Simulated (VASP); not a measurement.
Here is a VASP 6.6.1 calculation.

Contents of INCAR:

```
SYSTEM = AlBiO4
  PREC = Accurate
  ENCUT = 600
  EDIFF = 1E-7
  ISMEAR = 0
  SIGMA = 0.1
  LREAL = .False.
  LASPH = .True.
  NELM = 100
  ALGO = Normal
  ISIF = 3
  LWAVE = .False.
  LCHARG = .False.
  GGA = PE
  IBRION = 2
  NSW = 90
  EDIFFG = -0.04
```

File KPOINTS:

```
Automatic mesh
0
Gamma
  4 4 4
  0 0 0
```

File POSCAR:

```
AlBiO4
1.0
    0.0000000000      3.4240077900      3.4240077900
    3.4240077900      0.0000000000      3.4240077900
    3.4240077900      3.4240077900      0.0000000000
Al Bi O
1 1 4
Direct
    0.0000000000      0.0000000000      0.0000000000
    0.7500000000      0.7500000000      0.7500000000
    0.8729160100      0.3756946600      0.3756946600
    0.3756946600      0.3756946600      0.3756946600
    0.3756946600      0.8729160100      0.3756946600
    0.3756946600      0.3756946600      0.8729160100
```

Potentials or basis: VASP PAW PBE potentials, release 64 (Al, Bi_d, O).

The run is started by

```sh
$ cat potpaw_PBE.64/Al/POTCAR potpaw_PBE.64/Bi_d/POTCAR potpaw_PBE.64/O/POTCAR > POTCAR
$ mpirun -np 1 vasp_std > vasp.out
```

Problem. Predict the relaxed volume.

Solution. 12.02 Å³/atom.

Problem. What does it give for the space group after relaxing (to 0.05 Å)?

Solution. F-43m (No. 216).

Problem. What does it give for the relaxed cell?

Solution. a = 4.672 Å, b = 4.672 Å, c = 4.672 Å, α = 60.00°, β = 60.00°, γ = 60.00°.

Final structure:
```cif
data_structure
_symmetry_space_group_name_H-M 'P 1'
_symmetry_Int_Tables_number 1
_cell_length_a 4.6723
_cell_length_b 4.6723
_cell_length_c 4.6723
_cell_angle_alpha 60.000
_cell_angle_beta 60.000
_cell_angle_gamma 60.000
_cell_volume 72.12
loop_
_atom_site_label
_atom_site_type_symbol
_atom_site_fract_x
_atom_site_fract_y
_atom_site_fract_z
_atom_site_occupancy
Al1 Al 0.00000 0.00000 0.00000 1
Bi1 Bi 0.75000 0.75000 0.75000 1
O1 O 0.88779 0.37074 0.37074 1
O2 O 0.37074 0.37074 0.37074 1
O3 O 0.37074 0.88779 0.37074 1
O4 O 0.37074 0.37074 0.88779 1
```

Caveat: the k points lie up to 0.41 Å⁻¹ apart in the final cell.
